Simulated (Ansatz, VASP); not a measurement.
HfH5 in VASP and in Ansatz

File INCAR:

```
PREC = Accurate
ENCUT = 520
EDIFF = 1E-6
ISMEAR = 0
SIGMA = 0.1
LREAL = F
LASPH = T
NELM = 80
ALGO = Normal
ISIF = 2
LWAVE = F
LCHARG = T
GGA = PE
LELF = T
LVHAR = T
NBANDS = 27
```

Contents of KPOINTS:

```
Automatic mesh
0
Gamma
  4 4 4
```

POSCAR

```
HfH5
1.0
    4.3345674700      0.0000000000      0.0000000000
    0.0000000000      5.8669012200      0.0000000000
    0.0000000000      0.0000000000      5.3920810900
Hf H
2 10
Direct
    0.0000000000      0.0000000000      0.0000000000
    0.5000000000      0.5000000000      0.0000000000
    0.3444351600      0.3195616700      0.3195440000
    0.6555648400      0.6804383300      0.3195440000
    0.1555648400      0.8195616700      0.6804560000
    0.8444351600      0.1804383300      0.6804560000
    0.6555648400      0.6804383300      0.6804560000
    0.3444351600      0.3195616700      0.6804560000
    0.8444351600      0.1804383300      0.3195440000
    0.1555648400      0.8195616700      0.3195440000
    0.0000000000      0.0000000000      0.5000000000
    0.5000000000      0.5000000000      0.5000000000
```

Input for Ansatz:

```yaml
crystal:
  lattice:
    - [4.33456747, 0.0, 0.0]
    - [0.0, 5.86690122, 0.0]
    - [0.0, 0.0, 5.39208109]
  atoms:
    - { symbol: Hf, position: [0.0, 0.0, 0.0] }
    - { symbol: Hf, position: [0.5, 0.5, 0.0] }
    - { symbol: H, position: [0.34443516, 0.31956167, 0.319544] }
    - { symbol: H, position: [0.65556484, 0.68043833, 0.319544] }
    - { symbol: H, position: [0.15556484, 0.81956167, 0.680456] }
    - { symbol: H, position: [0.84443516, 0.18043833, 0.680456] }
    - { symbol: H, position: [0.65556484, 0.68043833, 0.680456] }
    - { symbol: H, position: [0.34443516, 0.31956167, 0.680456] }
    - { symbol: H, position: [0.84443516, 0.18043833, 0.319544] }
    - { symbol: H, position: [0.15556484, 0.81956167, 0.319544] }
    - { symbol: H, position: [0.0, 0.0, 0.5] }
    - { symbol: H, position: [0.5, 0.5, 0.5] }
basis:
  ecutwfc: 420
kpoints:
  mp_grid: { grid: [4, 4, 4] }
hamiltonian:
  xc: pbe
scf:
  occupations: { method: gaussian, width: 0.1 }
  lower_state_search: "off"
output:
  forces: true
  stress: true
  eigenvalues: true
```

Alike in both runs: task single point; functional PBE; k mesh 4 × 4 × 4; occupations gaussian, width 0.1 eV; no spin polarisation.

|  | VASP | Ansatz |
| --- | --- | --- |
| version | VASP 6.6.1 | Ansatz 0.2.0 |
| potentials or method | VASP PAW PBE potentials, release 64 (Hf_pv, H), cutoff 520 eV | scalar-relativistic, plane waves, PAW |
| valence electrons in the cell | 30 | 62 |

```tsv
	VASP	Ansatz	Ansatz less VASP
gap on the k mesh at the Fermi level (eV)	none	none	-
pressure (GPa)	-16.5	-16.2	+0.28
traceless stress, the component that is largest in VASP (GPa)	7.27	7.22	-0.047
rms of the force components (eV/Å)	0.482	0.479	-0.0034
```

Atom by atom the forces differ by 0.004 eV/Å (rms over components). A gap of «none» marks a metal or a gap that the smearing closes. The functional is the same, so the differences come from potentials, cutoffs and numerics. VASP's potentials hold 30 valence electrons a cell and Ansatz's 62, so a difference there can come from the potentials and not from the codes.

The k mesh is coarse, so the values compare programs but aren't converged. Neither program's run includes spin-orbit coupling.
